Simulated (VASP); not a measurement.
# NaCl (R-3m) in VASP: further runs, part 2 of 2

VASP 6.6.1.

**4. Single point, PBE (epitaxial 111 strain -4.0%)**

The input, INCAR:

```
SYSTEM = NaCl
  PREC = Accurate
  ENCUT = 520
  EDIFF = 1E-7
  ISMEAR = -1
  SIGMA = 0.02
  LREAL = .FALSE.
  LASPH = .TRUE.
  NELM = 60
  ALGO = Normal
  ISIF = 2
  LWAVE = .FALSE.
  LCHARG = .FALSE.
  GGA = PE
  NBANDS = 14
```

The input, KPOINTS:

```
Automatic mesh
0
G
  8 8 8
  0 0 0
```

The input, POSCAR:

```
NaCl
1.0
    0.1359565671      2.8265474394      2.8265474394
    2.8265474394      0.1359565671      2.8265474394
    2.8265474394      2.8265474394      0.1359565671
Na Cl
1 1
Direct
    0.0000000000      0.0000000000      0.0000000000
    0.5000000000      0.5000000000      0.5000000000
```

Potentials or basis: VASP PAW PBE potentials, release 64 (Na_pv, Cl).

Started as:

```
cat potpaw_PBE.64/Na_pv/POTCAR potpaw_PBE.64/Cl/POTCAR > POTCAR
mpirun -np 1 vasp_std > vasp.out
```

OUTCAR:

```text
SYSTEM = NaCl
   PREC = Accurate
   ENCUT = 520
   EDIFF = 1E-7
   ISMEAR = -1
   LREAL = .FALSE.
   LASPH = .TRUE.
   NELM = 60
   ISIF = 2
   GGA = PE

 ion  position               nearest neighbor table
   1  0.000  0.000  0.000-
   2  0.500  0.500  0.500-

  LATTYP: Found a trigonal (rhomboedric) cell.
 ALAT       =     3.9996531153
 COS(alpha) =     0.5474665623

  Lattice vectors:

 A1 = (   0.1359565671,   2.8265474394,   2.8265474394)
 A2 = (   2.8265474394,   0.1359565671,   2.8265474394)
 A3 = (   2.8265474394,   2.8265474394,   0.1359565671)

Analysis of symmetry for initial positions (statically):
=====================================================================
 Subroutine PRICEL returns:
 Original cell was already a primitive cell.

 Routine SETGRP: Setting up the symmetry group for a
 trigonal (rhombohedral) supercell.

 Subroutine GETGRP returns: Found 12 space group operations
 (whereof 12 operations were pure point group operations)
 out of a pool of 12 trial point group operations.

The static configuration has the point symmetry D_3d.

Analysis of symmetry for dynamics (positions and initial velocities):
=====================================================================
 Subroutine PRICEL returns:
 Original cell was already a primitive cell.

 Routine SETGRP: Setting up the symmetry group for a
 trigonal (rhombohedral) supercell.

 Subroutine GETGRP returns: Found 12 space group operations
 (whereof 12 operations were pure point group operations)
 out of a pool of 12 trial point group operations.

The dynamic configuration has the point symmetry D_3d.

 Subroutine INISYM returns: Found 12 space group operations
 (whereof 12 operations are pure point group operations),
 and found     1 'primitive' translations

----------------------------------------------------------------------------------------

                                     Primitive cell

  volume of cell :      41.9086

  direct lattice vectors                    reciprocal lattice vectors
     0.135956567  2.826547439  2.826547439    -0.190197092  0.181468482  0.181468482
     2.826547439  0.135956567  2.826547439     0.181468482 -0.190197092  0.181468482
     2.826547439  2.826547439  0.135956567     0.181468482  0.181468482 -0.190197092

  length of vectors
     3.999653115  3.999653115  3.999653115     0.319431610  0.319431610  0.319431610

  position of ions in fractional coordinates (direct lattice)
     0.000000000  0.000000000  0.000000000
     0.500000000  0.500000000  0.500000000

  ion indices of the primitive-cell ions
   primitive index   ion index
                 1           1
                 2           2

----------------------------------------------------------------------------------------

 KPOINTS: Automatic mesh

Automatic generation of k-mesh.
 Grid dimensions read from file:
 generate k-points for:    8    8    8

 Generating k-lattice:

  Cartesian coordinates                     Fractional coordinates (reciprocal lattice)
    -0.023774637  0.022683560  0.022683560     0.125000000  0.000000000  0.000000000
[... 39 lines left out ...]
  0.375000  0.125000  0.125000      6.000000
 [... further k-points ...]
   k-points           NKPTS =     65   k-points in BZ     NKDIM =     65   number of bands    NBANDS=     14
   number of dos      NEDOS =    301   number of ions     NIONS =      2
   total plane-waves  NPLWV =  27000
   dimension x,y,z NGX =    30 NGY =   30 NGZ =   30
   dimension x,y,z NGXF=    60 NGYF=   60 NGZF=   60
   ions per type =               1   1
   NGX,Y,Z   is equivalent  to a cutoff of  12.47, 12.47, 12.47 a.u.
   NGXF,Y,Z  is equivalent  to a cutoff of  24.94, 24.94, 24.94 a.u.
 SYSTEM =  NaCl
   PREC   = accura    normal or accurate (medium, high low for compatibility)
   ISTART =      0    job   : 0-new  1-cont  2-samecut
   ICHARG =      2    charge: 1-file 2-atom 10-const
   ISPIN  =      1    spin polarized calculation?
   LNONCOLLINEAR =      F non collinear calculations
   LSORBIT =      F    spin-orbit coupling
   LASPH  =      T    aspherical Exc in radial PAW
   ENCUT  =  520.0 eV  38.22 Ry    6.18 a.u.   7.44  7.44  7.44*2*pi/ulx,y,z
   NELM   =     60;   NELMIN=  2; NELMDL= -5     # of ELM steps
   EDIFF  = 0.1E-06   stopping-criterion for ELM
   LREAL  =      F    real-space projection
   EDIFFG = 0.1E-05   stopping-criterion for IOM
   NSW    =      0    number of steps for IOM
   IBRION =     -1    ionic relax: 0-MD 1-quasi-New 2-CG
   NFREE  =      0    steps in history (QN), initial steepest desc. (CG)
   ISIF   =      2    stress and relaxation
   ISYM   =      2    0-nonsym 1-usesym 2-fastsym
   POTIM  = 0.5000    time-step for ionic-motion
   TEBEG  =    0.0;   TEEND  =   0.0 temperature during run
   PSTRESS=    0.0 pullay stress
   NELECT =      14.0000    total number of electrons
   NUPDOWN=      -1.0000    fix difference up-down
   EMIN   =  10.00;   EMAX   =-10.00  energy-range for DOS
   EFERMI =   0.00;   METHOD = LEGACY
   ISMEAR =    -1;   SIGMA  =   0.02  broadening in eV -4-tet -1-fermi 0-gaus
   EFERMI_NEDOS =   21; number of points for ismear=-14 and -15
   IALGO  =     38    algorithm
   IMIX   =      4    mixing-type and parameters
     AMIX     =   0.40;   BMIX     =  1.00
     AMIX_MAG =   1.60;   BMIX_MAG =  1.00
  volume/ion in A,a.u.               =      20.95       141.41
  Fermi-wavevector in a.u.,A,eV,Ry     =   1.135926  2.146588 17.555968  1.290327
  Thomas-Fermi vector in A             =   2.272631
   LORBIT       =      0    0 simple, 1 ext, 2 COOP (PROOUT), +10 PAW based schemes
   GGA     = PE    functional components
   LHFCALC =     F    Hartree Fock is set to
   AEXX    =    0.0000 exact exchange contribution
   IVDW    =     0    specifies the selected vdW correction
   LEPSILON=     F    determine dielectric tensor
   LRPA    =     F    only Hartree local field effects (RPA)
 non-spin polarized calculation
  energy-cutoff  :      520.00
  volume of cell :       41.91
 maximum number of plane-waves:      1147
 NGX is ok and might be reduce to    30
   NGX = 15   NGY = 15   NGZ = 15

 number of electron      13.9999995 magnetization

 Free energy of the ion-electron system (eV)
  ---------------------------------------------------
  ext. energy  EPLUGINS =         0.00000000
  ---------------------------------------------------
  free energy    TOTEN  =        -6.72906533 eV

  energy without entropy =       -6.72906533  energy(sigma->0) =       -6.72906533

 E-fermi :   0.2362     XC(G=0):  -8.4613

 val. band max:       -0.1964631304   @ k =   0.0000   0.0000   0.0000
 cond. band min:       5.0347439541   @ k =   0.0000   0.0000   0.0000
 fundamental gap:      5.2312070845
 Fermi energy:         0.2361503810

 k-point     1 :       0.0000    0.0000    0.0000
  band No.  band energies     occupation
      1     -21.0344      2.00000
      2     -21.0344      2.00000
      3     -21.0238      2.00000
      4     -13.1320      2.00000
      5      -0.5145      2.00000
      6      -0.1965      2.00000
      7      -0.1965      2.00000
      8       5.0347      0.00000
      9      10.2484      0.00000
     10      11.2334      0.00000
     11      11.2334      0.00000
     12      13.1631      0.00000
     13      13.1631      0.00000
     14      14.7984      0.00000
[... 377 lines left out ...]
      1     -21.0571      2.00000
      2     -21.0365      2.00000
      3     -21.0309      2.00000
      4     -12.8502      2.00000
      5      -1.7203      2.00000
      6      -0.8765      2.00000
      7      -0.4138      2.00000
      8       7.1268      0.00000
      9       9.8185      0.00000
     10      10.5951      0.00000
     11      11.6374      0.00000
     12      13.1100      0.00000
     13      14.1886      0.00000
     14      16.4802      0.00000

 [... further k-points ...]

------------------------ aborting loop because EDIFF is reached ----------------------------------------

  FORCE on cell =-STRESS in cart. coord.  units (eV):
  Direction    XX          YY          ZZ          XY          YZ          ZX
  --------------------------------------------------------------------------------------
  -------------------------------------------------------------------------------------
  Total        0.7410734      0.7410734      0.7410734     -0.1846737     -0.1846737     -0.1846737
  in kB       28.3314680     28.3314680     28.3314680     -7.0601344     -7.0601344     -7.0601344
  external PRESSURE =      28.3314680 kB  Pullay stress =       0.0000000 kB

 VOLUME and BASIS-vectors are now :
 -----------------------------------------------------------------------------
  energy-cutoff  :      520.00
  volume of cell :       41.91
      direct lattice vectors                 reciprocal lattice vectors
     0.135956567  2.826547439  2.826547439    -0.190197092  0.181468482  0.181468482
     2.826547439  0.135956567  2.826547439     0.181468482 -0.190197092  0.181468482
     2.826547439  2.826547439  0.135956567     0.181468482  0.181468482 -0.190197092

 POSITION                                       TOTAL-FORCE (eV/Angst)
 -----------------------------------------------------------------------------------
      0.00000      0.00000      0.00000        -0.000000     -0.000000     -0.000000
      2.89453      2.89453      2.89453         0.000000      0.000000      0.000000
 -----------------------------------------------------------------------------------
    total drift:                               -0.000000      0.000000      0.000000

  FREE ENERGIE OF THE ION-ELECTRON SYSTEM (eV)
  ---------------------------------------------------
  free  energy   TOTEN  =        -6.7290653339 eV

  energy  without entropy=       -6.7290653339  energy(sigma->0) =       -6.72906533
```

stdout:

```text
POSCAR found type information on POSCAR NaCl
 POSCAR found :  2 types and       2 ions
 scaLAPACK will be used
 LDA part: xc-table for (Slater+PW92), standard interpolation
 POSCAR, INCAR and KPOINTS ok, starting setup
 FFT: planning ... GRIDC
 FFT: planning ... GRID_SOFT
 FFT: planning ... GRID
 WAVECAR not read
 entering main loop
```

Wall time 62 s (1 thread of AMD EPYC 7R43 (Zen 3), shared host); peak memory 0.14 GiB.

What came out:

* Free energy: -6.7291 eV
* Pressure: 2.8 GPa
* Band gap on the k mesh: 5.23 eV, direct

Levels at points of the mesh, in eV from the valence-band top:
```
           k point  band 3  band 4  band 5  band 6  band 7  band 8  band 9  band 10  band 11  band 12
(0.00, 0.00, 0.00)  -20.83  -12.94   -0.32    0.00    0.00    5.23   10.44    11.43    11.43    13.36
(0.50, 0.00, 0.00)  -20.83  -12.50   -2.23   -0.56   -0.37    7.20   10.61    11.21    11.22    15.21
(0.50, 0.50, 0.00)  -20.84  -12.47   -1.96   -0.91   -0.63    7.49    8.04    11.62    15.09    15.30
(0.50, 0.50, 0.50)  -20.84  -12.59   -2.31   -0.23   -0.23    7.48   10.52    11.44    11.44    15.70
```

Caveat: the cell differs from its parent crystal (epitaxial 111 strain -4.0%).

**5. Overview**

```tsv
cell	k mesh	smearing	gap on the mesh (eV)	pressure (GPa)
a = 4.000 Å, angles 56.8°, 2 atoms	4 × 4 × 4	gaussian 0.01 eV	5.23	2.9
a = 3.935 Å, angles 63.2°, 2 atoms	4 × 4 × 4	gaussian 0.01 eV	4.82	0.0
a = 4.000 Å, angles 56.8°, 2 atoms	8 × 8 × 8	fermi-dirac 0.02 eV	5.23	2.8
```

Alike in all rows: task single point; level PBE; potentials or basis VASP PAW PBE potentials, release 64 (Na_pv, Cl); no spin polarisation; cutoff (eV) 520.

Caveats: some runs use coarse meshes.

Total energies depend on the potentials used, so only differences within one code and one set of settings carry meaning.
